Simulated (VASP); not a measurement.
# HfSi (NiAs type) (P6_3/mmc) in VASP: a series of runs, part 2 of 2

VASP 6.6.1. Earlier steps stand in the parts before.

## 3. Relaxation of cell and atoms, PBEsol

This run uses another cell than the first one, of 21.02 Å³/atom, 1.078 times its volume.

Contents of INCAR:

```
ALGO = Normal
EDIFF = 1E-6
EDIFFG = -0.005
ENCUT = 600
GGA = PS
IBRION = 2
ISIF = 3
ISMEAR = -1
LASPH = T
LCHARG = F
LREAL = F
LWAVE = F
NELM = 80
NSW = 100
PREC = Accurate
SIGMA = 0.05
```

Contents of KPOINTS:

```
k-points
0
Gamma
  10 10 6
```

Contents of POSCAR:

```
HfSi
1.0
    4.0149533272      0.0000000000      0.0000000000
   -2.0074766636      3.4770515764      0.0000000000
    0.0000000000      0.0000000000      6.0224299908
Hf Si
2 2
Direct
    0.0000000000      0.0000000000      0.0000000000
    0.0000000000      0.0000000000      0.5000000000
    0.3333333333      0.6666666667      0.2500000000
    0.6666666667      0.3333333333      0.7500000000
```

Potentials or basis: VASP PAW PBE potentials, release 64 (Hf_pv, Si).

Command:

```console
$ cat potpaw_PBE.64/Hf_pv/POTCAR potpaw_PBE.64/Si/POTCAR > POTCAR
$ mpirun -np 1 vasp_std > vasp.out
```

OUTCAR:

```text
EDIFF = 1E-6
   EDIFFG = -0.005
   ENCUT = 600
   GGA = PS
   IBRION = 2
   ISIF = 3
   ISMEAR = -1
   LASPH = T
   LREAL = F
   NELM = 80
   NSW = 100
   PREC = Accurate

 ion  position               nearest neighbor table
   1  0.000  0.000  0.000-   3 2.76   4 2.76   4 2.76   3 2.76   4 2.76   3 2.76   2 3.01   2 3.01

   2  0.000  0.000  0.500-   3 2.76   4 2.76   4 2.76   3 2.76   4 2.76   3 2.76   1 3.01   1 3.01

   3  0.333  0.667  0.250-   1 2.76   2 2.76   1 2.76   2 2.76   1 2.76   2 2.76
   4  0.667  0.333  0.750-   1 2.76   2 2.76   1 2.76   2 2.76   1 2.76   2 2.76

  LATTYP: Found a hexagonal cell.
 ALAT       =     4.0149533272
 C/A-ratio  =     1.5000000000

  Lattice vectors:

 A1 = (   4.0149533272,   0.0000000000,   0.0000000000)
 A2 = (  -2.0074766636,   3.4770515764,   0.0000000000)
 A3 = (   0.0000000000,   0.0000000000,   6.0224299908)

Analysis of symmetry for initial positions (statically):
=====================================================================
 Subroutine PRICEL returns:
 Original cell was already a primitive cell.

 Routine SETGRP: Setting up the symmetry group for a
 hexagonal supercell.

 Subroutine GETGRP returns: Found 24 space group operations
 (whereof 12 operations were pure point group operations)
 out of a pool of 24 trial point group operations.
[... 275 lines left out ...]
  FREE ENERGIE OF THE ION-ELECTRON SYSTEM (eV)
  ---------------------------------------------------
  free  energy   TOTEN  =       -34.3225086118 eV

  energy  without entropy=      -34.3162255379  energy(sigma->0) =      -34.31936707

[... ionic steps 4 to 9 ...]

--------------------------------------- Ionic step       10  -------------------------------------------

 number of electron      28.0000000 magnetization

------------------------ aborting loop because EDIFF is reached ----------------------------------------
[... 71 lines left out ...]
--------------------------------------- Ionic step       12  -------------------------------------------

 number of electron      28.0000000 magnetization

 Free energy of the ion-electron system (eV)
  ---------------------------------------------------
  ext. energy  EPLUGINS =         0.00000000
  ---------------------------------------------------
  free energy    TOTEN  =       -34.34882413 eV

  energy without entropy =      -34.34031505  energy(sigma->0) =      -34.34456959

 E-fermi :   5.6262     XC(G=0): -10.9690

 val. band max:        5.5506327506   @ k =   0.1000   0.0000   0.3333
 cond. band min:       5.6570386744   @ k =   0.4000   0.0000   0.5000
 fundamental gap:      0.1064059238
 Fermi energy:         5.6261969006

 k-point     1 :       0.0000    0.0000    0.0000
  band No.  band energies     occupation
      1     -24.8649      2.00000
      2     -24.8101      2.00000
      3     -24.8101      2.00000
      4     -24.7796      2.00000
      5     -24.7796      2.00000
      6     -24.5533      2.00000
[... 481 lines left out ...]
      5     -24.8134      2.00000
      6     -24.5564      2.00000
[... 10 lines left out ...]
     17       8.4383      0.00000
     18       9.2861      0.00000

 [... further k-points ...]
[... 5 lines left out ...]
  --------------------------------------------------------------------------------------
  -------------------------------------------------------------------------------------
  Total        0.0077969      0.0077969     -0.0044032      0.0000000      0.0000000      0.0000000
  in kB        0.1601672      0.1601672     -0.0904520      0.0000000      0.0000000      0.0000000
  external PRESSURE =       0.0766274 kB  Pullay stress =       0.0000000 kB
[... 19 lines left out ...]
  FREE ENERGIE OF THE ION-ELECTRON SYSTEM (eV)
  ---------------------------------------------------
  free  energy   TOTEN  =       -34.3488241265 eV

  energy  without entropy=      -34.3403150483  energy(sigma->0) =      -34.34456959

 reached required accuracy - stopping structural energy minimisation
```

OSZICAR:

```text
N       E                     dE             d eps       ncg     rms          rms(c)
DAV:   1     0.888959969721E+02    0.88896E+02   -0.15526E+04  2040   0.156E+03
DAV:   2    -0.299188657538E+02   -0.11881E+03   -0.11601E+03  2504   0.307E+02
DAV:   3    -0.355364162762E+02   -0.56176E+01   -0.54231E+01  2690   0.425E+01
[... 89 lines left out ...]
       N       E                     dE             d eps       ncg     rms          rms(c)
DAV:   1    -0.343488313252E+02   -0.10224E-04   -0.30261E-04  2032   0.133E-01    0.624E-02
DAV:   2    -0.343488262031E+02    0.51221E-05   -0.14731E-05  2072   0.268E-02    0.113E-02
DAV:   3    -0.343488244488E+02    0.17543E-05   -0.32978E-06  1690   0.117E-02    0.527E-03
DAV:   4    -0.343488241265E+02    0.32234E-06   -0.82451E-07  1032   0.721E-03
  12 F= -.34348824E+02 E0= -.34344570E+02  d E =-.187585E-05
```

Run time: 2.9 min. Hardware: 1 thread of Intel Xeon 6975P-C (Granite Rapids), shared host; peak memory 0.3 GiB.

What came out:

```yaml
Free_energy: -34.3488 eV
Relaxed_volume: 19.50 Å³/atom
Relaxed_cell: a = 3.689 Å, b = 3.689 Å, c = 6.618 Å, α = 90.00°, β = 90.00°, γ = 120.00°
Space_group_after_relaxing_to_0.05_Å: P6_3/mmc (No. 194)
Energy_gained_by_relaxing: 168.4 meV/atom
Ionic_steps: 12
Pressure_after_relaxing: 0.0 GPa
Band_gap_on_the_k_mesh: zero (band 14 reaches 6.40 eV, above the bottom of band 15 at 5.46 eV)
```

The path:
```tsv
step	energy change (eV)	largest force (eV/Å)	pressure (GPa)	volume (Å³)
1	0.0000	0.0000	-3.54	84.07
2	-0.6161	0.0000	1.35	78.14
3	-0.6472	0.0000	3.38	76.39
4	-0.6319	0.0000	-4.29	80.63
5	-0.6730	0.0000	-0.23	78.23
6	-0.6730	0.0000	-0.17	78.20
7	-0.6734	0.0000	-0.04	78.06
8	-0.6735	0.0000	0.03	77.99
9	-0.6735	0.0000	0.02	77.98
10	-0.6735	0.0000	0.03	77.98
11	-0.6735	0.0000	-0.03	78.01
12	-0.6735	0.0000	0.01	77.99
```

Final structure:
```
CELL_PARAMETERS angstrom
3.68905 0.00000 0.00000
-1.84453 3.19482 0.00000
0.00000 0.00000 6.61753
ATOMIC_POSITIONS crystal
Hf 0.00000 0.00000 0.00000
Hf 0.00000 0.00000 0.50000
Si 0.33333 0.66667 0.25000
Si 0.66667 0.33333 0.75000
```

Levels at points of the mesh, in eV from the Fermi level:
```tsv
k point	band 10	band 11	band 12	band 13	band 14	band 15	band 16	band 17	band 18
(0.00, 0.00, 0.00)	-1.41	-1.41	-1.23	0.77	0.77	0.87	0.87	1.86	2.95
(0.50, 0.00, 0.00)	-3.03	-2.04	-1.67	-1.34	-1.28	0.86	0.94	2.71	3.68
(0.00, 0.00, 0.50)	-2.73	-0.63	-0.63	-0.63	-0.63	1.74	1.74	1.74	1.74
(0.50, 0.00, 0.50)	-4.23	-1.61	-1.61	-0.78	-0.78	0.14	0.14	3.86	3.86
```

Caveat: the PAW data sets were made with another functional, which shifts forces and pressure a little; spin-orbit coupling is left out, which moves the levels of the heavy elements.
